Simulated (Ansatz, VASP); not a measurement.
# Two plane-wave programs on RbAg4

```xyz
5
Lattice="5.2792 0.0000 0.0000 -2.6396 4.5719 0.0000 0.0000 0.0000 5.6901" Properties=species:S:1:pos:R:3 pbc="T T T"
Rb    0.0000    0.0000    2.8450
Ag    2.7446    0.0000    0.0000
Ag   -1.3723    2.3769    0.0000
Ag    1.2673    2.1950    0.0000
Ag    0.0000    0.0000    0.0000
```

Alike in both runs: task relaxation of cell and atoms; functional PBE; k mesh 4 × 4 × 3; occupations gaussian, width 0.2 eV; no spin polarisation.

|  | VASP | Ansatz |
| --- | --- | --- |
| version | VASP 6.6.1 | Ansatz 0.2.0 |
| potentials or method | VASP PAW PBE potentials, release 64 (Rb_sv, Ag), cutoff 600 eV | scalar-relativistic, plane waves, PAW |
| valence electrons in the cell | 53 | 85 |

Ansatz gave:

| Quantity | Value |
| --- | --- |
| gap on the k mesh at the Fermi level, each at its own relaxed structure (eV) | none |
| relaxed volume (Å³/atom) | 35.12 |
| relaxed cell length with the largest relative difference (Å) | 6.529 |

Which values does VASP return?

gap on the k mesh at the Fermi level, each at its own relaxed structure (eV): none; relaxed volume (Å³/atom): 35.56; relaxed cell length with the largest relative difference (Å): 6.586.

A gap of «none» marks a metal or a gap that the smearing closes. VASP's potentials hold 53 valence electrons a cell and Ansatz's 85, so a difference there can come from the potentials and not from the codes.

The k mesh is coarse, so the values compare programs but aren't converged. Noted on VASP's run: the volume moved by over 15 % at a fixed basis, so the end points are rough.
